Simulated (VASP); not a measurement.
# Ni (Fm-3m) in VASP: notebook, part 2 of 2

VASP 6.6.1. Earlier steps stand in the parts before.

### Step 3. Single point, PBEsol, collinear spin, ferromagnetic start

INCAR reads:

```
SYSTEM = Ni
ALGO = Normal
EDIFF = 1E-6
ENCUT = 520
GGA = PS
ISIF = 2
ISMEAR = -1
ISPIN = 2
LASPH = .True.
LCHARG = .True.
LELF = .True.
LMAXMIX = 4
LORBIT = 11
LREAL = .False.
LVHAR = .True.
LWAVE = .False.
MAGMOM = 1 1
NBANDS = 21
NELM = 150
PREC = Accurate
SIGMA = 0.05
```

KPOINTS reads:

```
k-points
0
Gamma
  15 11 15
  0 0 0
```

POSCAR reads:

```
Ni
1.0
   -1.7312125197      1.7312125197      0.0000000000
    0.0000000000      0.0000000000      3.4624250394
    1.7312125197      1.7312125197      0.0000000000
Ni
2
Direct
    0.0000000000      0.0000000000      0.0000000000
    0.5000000000      0.5000000000      0.5000000000
```

Potentials or basis: VASP PAW PBE potentials, release 64 (Ni).

Launch:

```console
cat potpaw_PBE.64/Ni/POTCAR > POTCAR
mpirun -np 1 vasp_std > vasp.out
```

OUTCAR:

```text
SYSTEM = Ni
   EDIFF = 1E-6
   ENCUT = 520
   GGA = PS
   ISIF = 2
   ISMEAR = -1
   ISPIN = 2
   LASPH = .True.
   LORBIT = 11
   LREAL = .False.
   NELM = 150
   PREC = Accurate

 ion  position               nearest neighbor table
   1  0.000  0.000  0.000-   2 2.45   2 2.45   2 2.45   2 2.45   2 2.45   2 2.45   2 2.45   2 2.45

   2  0.500  0.500  0.500-   1 2.45   1 2.45   1 2.45   1 2.45   1 2.45   1 2.45   1 2.45   1 2.45

  LATTYP: Found a simple tetragonal cell.
 ALAT       =     2.4483042247
 C/A-ratio  =     1.4142135624

  Lattice vectors:

 A1 = (   1.7312125197,  -1.7312125197,   0.0000000000)
 A2 = (   1.7312125197,   1.7312125197,   0.0000000000)
 A3 = (   0.0000000000,   0.0000000000,   3.4624250394)

Analysis of symmetry for initial positions (statically):
=====================================================================
 Subroutine PRICEL returns following result:

  LATTYP: Found a face centered cubic cell.
 ALAT       =     3.4624250394
[... 12 lines left out ...]
 Subroutine GETGRP returns: Found 16 space group operations
 (whereof 16 operations were pure point group operations)
 out of a pool of 16 trial point group operations.

The static configuration has the point symmetry D_4h.

Analysis of symmetry for dynamics (positions and initial velocities):
=====================================================================
 Subroutine PRICEL returns following result:

  LATTYP: Found a face centered cubic cell.
 ALAT       =     3.4624250394
[... 12 lines left out ...]
 Subroutine GETGRP returns: Found 16 space group operations
 (whereof 16 operations were pure point group operations)
 out of a pool of 16 trial point group operations.

The dynamic configuration has the point symmetry D_4h.

Analysis of structural, dynamic, and magnetic symmetry:
=====================================================================
 Subroutine PRICEL returns following result:

  LATTYP: Found a face centered cubic cell.
 ALAT       =     3.4624250394
[... 12 lines left out ...]
 Subroutine GETGRP returns: Found 16 space group operations
 (whereof 16 operations were pure point group operations)
 out of a pool of 16 trial point group operations.

The overall configuration has the point symmetry D_4h.

 Subroutine INISYM returns: Found 16 space group operations
 (whereof 16 operations are pure point group operations),
 and found     2 'primitive' translations

----------------------------------------------------------------------------------------

                                     Primitive cell

  volume of cell :      10.3772

  direct lattice vectors                    reciprocal lattice vectors
     1.731212520  0.000000000  1.731212520     0.288814917 -0.288814917  0.288814917
     1.731212520  1.731212520  0.000000000     0.288814917  0.288814917 -0.288814917
     0.000000000  1.731212520  1.731212520    -0.288814917  0.288814917  0.288814917

  length of vectors
     2.448304225  2.448304225  2.448304225     0.500242110  0.500242110  0.500242110

  position of ions in fractional coordinates (direct lattice)
     0.000000000  0.000000000  0.000000000

  ion indices of the primitive-cell ions
   primitive index   ion index
                 1           1

----------------------------------------------------------------------------------------

 KPOINTS: k-points

Automatic generation of k-mesh.
 Grid dimensions read from file:
[... 59 lines left out ...]
   ISPIN  =      2    spin polarized calculation?
   LNONCOLLINEAR =      F non collinear calculations
   LSORBIT =      F    spin-orbit coupling
   LASPH  =      T    aspherical Exc in radial PAW
   ENCUT  =  520.0 eV  38.22 Ry    6.18 a.u.   4.55  6.44  4.55*2*pi/ulx,y,z
   NELM   =    150;   NELMIN=  2; NELMDL= -5     # of ELM steps
   EDIFF  = 0.1E-05   stopping-criterion for ELM
   LREAL  =      F    real-space projection
   EDIFFG = 0.1E-04   stopping-criterion for IOM
   NSW    =      0    number of steps for IOM
   IBRION =     -1    ionic relax: 0-MD 1-quasi-New 2-CG
   NFREE  =      0    steps in history (QN), initial steepest desc. (CG)
   ISIF   =      2    stress and relaxation
   ISYM   =      2    0-nonsym 1-usesym 2-fastsym
   POTIM  = 0.5000    time-step for ionic-motion
   TEBEG  =    0.0;   TEEND  =   0.0 temperature during run
   PSTRESS=    0.0 pullay stress
   NELECT =      20.0000    total number of electrons
   NUPDOWN=      -1.0000    fix difference up-down
   EMIN   =  10.00;   EMAX   =-10.00  energy-range for DOS
   EFERMI =   0.00;   METHOD = LEGACY
   ISMEAR =    -1;   SIGMA  =   0.05  broadening in eV -4-tet -1-fermi 0-gaus
   EFERMI_NEDOS =   21; number of points for ismear=-14 and -15
   IALGO  =     38    algorithm
   IMIX   =      4    mixing-type and parameters
     AMIX     =   0.40;   BMIX     =  1.00
     AMIX_MAG =   1.60;   BMIX_MAG =  1.00
  volume/ion in A,a.u.               =      10.38        70.03
  Fermi-wavevector in a.u.,A,eV,Ry     =   1.617016  3.055718 35.575729  2.614742
  Thomas-Fermi vector in A             =   2.711509
   LORBIT       =     11    0 simple, 1 ext, 2 COOP (PROOUT), +10 PAW based schemes
   GGA     = PS    functional components
   LHFCALC =     F    Hartree Fock is set to
   AEXX    =    0.0000 exact exchange contribution
   IVDW    =     0    specifies the selected vdW correction
   LEPSILON=     F    determine dielectric tensor
   LRPA    =     F    only Hartree local field effects (RPA)
 spin polarized calculation
  energy-cutoff  :      520.00
  volume of cell :       20.75
 maximum number of plane-waves:       582
   NGX =  9   NGY = 13   NGZ =  9

 number of electron      20.0000014 magnetization       1.2422849

 Free energy of the ion-electron system (eV)
  ---------------------------------------------------
  ext. energy  EPLUGINS =         0.00000000
  ---------------------------------------------------
  free energy    TOTEN  =       -12.28543316 eV

  energy without entropy =      -12.25830639  energy(sigma->0) =      -12.27186978

 E-fermi :   9.8698     XC(G=0): -13.7184

 val. band max:        9.8681343236   @ k =   0.4000   0.3636   0.1333
 cond. band min:       9.8702618583   @ k =   0.4000   0.0909   0.4000
 fundamental gap:      0.0021275347
 Fermi energy:         9.8697580912

 spin component 1

 k-point     1 :       0.0000    0.0000    0.0000
  band No.  band energies     occupation
      1       0.4770      1.00000
      2       4.9155      1.00000
      3       5.4176      1.00000
      4       7.3226      1.00000
      5       7.3259      1.00000
      6       7.3259      1.00000
[... 565 lines left out ...]
     20      34.8155      0.00000
     21      41.2219      0.00000

 [... further k-points ...]

 spin component 2

 k-point     1 :       0.0000    0.0000    0.0000
  band No.  band energies     occupation
      1       0.4688      1.00000
      2       5.2759      1.00000
      3       6.0068      1.00000
      4       8.0392      1.00000
      5       8.0392      1.00000
      6       8.0426      1.00000
[... 565 lines left out ...]
     20      34.9137      0.00000
     21      41.2990      0.00000

 [... further k-points ...]

------------------------ aborting loop because EDIFF is reached ----------------------------------------

  FORCE on cell =-STRESS in cart. coord.  units (eV):
  Direction    XX          YY          ZZ          XY          YZ          ZX
  --------------------------------------------------------------------------------------
  -------------------------------------------------------------------------------------
  Total        0.0135787      0.0135787     -0.0023898      0.0000000      0.0000000      0.0000000
  in kB        1.0482297      1.0482297     -0.1844827      0.0000000      0.0000000      0.0000000
  external PRESSURE =       0.6373255 kB  Pullay stress =       0.0000000 kB

 VOLUME and BASIS-vectors are now :
 -----------------------------------------------------------------------------
  energy-cutoff  :      520.00
  volume of cell :       20.75
      direct lattice vectors                 reciprocal lattice vectors
    -1.731212520  1.731212520  0.000000000    -0.288814917  0.288814917  0.000000000
     0.000000000  0.000000000  3.462425039     0.000000000  0.000000000  0.288814917
     1.731212520  1.731212520  0.000000000     0.288814917  0.288814917  0.000000000

 POSITION                                       TOTAL-FORCE (eV/Angst)
 -----------------------------------------------------------------------------------
      0.00000      0.00000      0.00000        -0.000000      0.000000     -0.000000
      0.00000      1.73121      1.73121         0.000000     -0.000000      0.000000
 -----------------------------------------------------------------------------------
    total drift:                               -0.000000      0.000000     -0.000000

  FREE ENERGIE OF THE ION-ELECTRON SYSTEM (eV)
  ---------------------------------------------------
  free  energy   TOTEN  =       -12.2854331614 eV

  energy  without entropy=      -12.2583063946  energy(sigma->0) =      -12.27186978

 total charge

# of ion       s       p       d       tot
------------------------------------------
    1        0.522   0.547   8.334   9.402
    2        0.522   0.547   8.334   9.402
--------------------------------------------------
tot          1.043   1.093  16.667  18.804

 magnetization (x)

# of ion       s       p       d       tot
------------------------------------------
    1       -0.006  -0.024   0.657   0.626
    2       -0.006  -0.024   0.657   0.626
--------------------------------------------------
tot         -0.012  -0.048   1.313   1.253
```

OSZICAR:

```text
N       E                     dE             d eps       ncg     rms          rms(c)
DAV:   1     0.958160169799E+02    0.95816E+02   -0.88068E+03 19850   0.137E+03
DAV:   2    -0.880540075566E+01   -0.10462E+03   -0.96300E+02 18544   0.237E+02
DAV:   3    -0.146229625222E+02   -0.58176E+01   -0.55923E+01 20595   0.637E+01
DAV:   4    -0.146995393649E+02   -0.76577E-01   -0.76508E-01 20671   0.681E+00
DAV:   5    -0.147018952718E+02   -0.23559E-02   -0.23558E-02 20722   0.120E+00    0.157E+01
DAV:   6    -0.129699009382E+02    0.17320E+01   -0.82911E+00 21647   0.612E+01    0.835E+00
DAV:   7    -0.123288660388E+02    0.64103E+00   -0.16274E+00 21606   0.241E+01    0.281E+00
DAV:   8    -0.122930352498E+02    0.35831E-01   -0.13909E-02 26699   0.156E+00    0.137E+00
DAV:   9    -0.122870737069E+02    0.59615E-02   -0.77486E-04 27306   0.327E-01    0.415E-01
DAV:  10    -0.122855158304E+02    0.15579E-02   -0.13595E-04 28424   0.167E-01    0.641E-02
DAV:  11    -0.122854338280E+02    0.82002E-04   -0.32997E-05 24314   0.591E-02    0.264E-02
DAV:  12    -0.122854331614E+02    0.66657E-06   -0.26318E-06 20937   0.173E-02
   1 F= -.12285433E+02 E0= -.12271870E+02  d E =-.271268E-01  mag=     1.2419
```

stdout:

```text
POSCAR found type information on POSCAR Ni
 POSCAR found :  1 types and       2 ions
 scaLAPACK will be used
 -----------------------------------------------------------------------------
|                                                                             |
|                                                                             |
|     You enforced a specific xc type in the INCAR file but a different       |
|     I HOPE YOU KNOW WHAT YOU ARE DOING!                                     |
|                                                                             |
 -----------------------------------------------------------------------------

 LDA part: xc-table for (Slater+PW92), standard interpolation
 POSCAR, INCAR and KPOINTS ok, starting setup
 FFT: planning ... GRIDC
 FFT: planning ... GRID_SOFT
 FFT: planning ... GRID
 WAVECAR not read
 entering main loop
```

Wall time 1.8 min (1 thread of Intel Xeon 6975P-C, shared host); peak memory 0.24 GiB.

What came out:

| Property | Result |
| --- | --- |
| Free energy | -12.2854 eV |
| Pressure | 0.1 GPa |
| Net moment | 1.24 μB per cell |
| Site moments | Ni +0.63 μB |
| Valence electrons inside the program's atomic spheres | Ni 9.40 |

Caveat: the PAW data sets were made with another functional, which shifts forces and pressure a little.
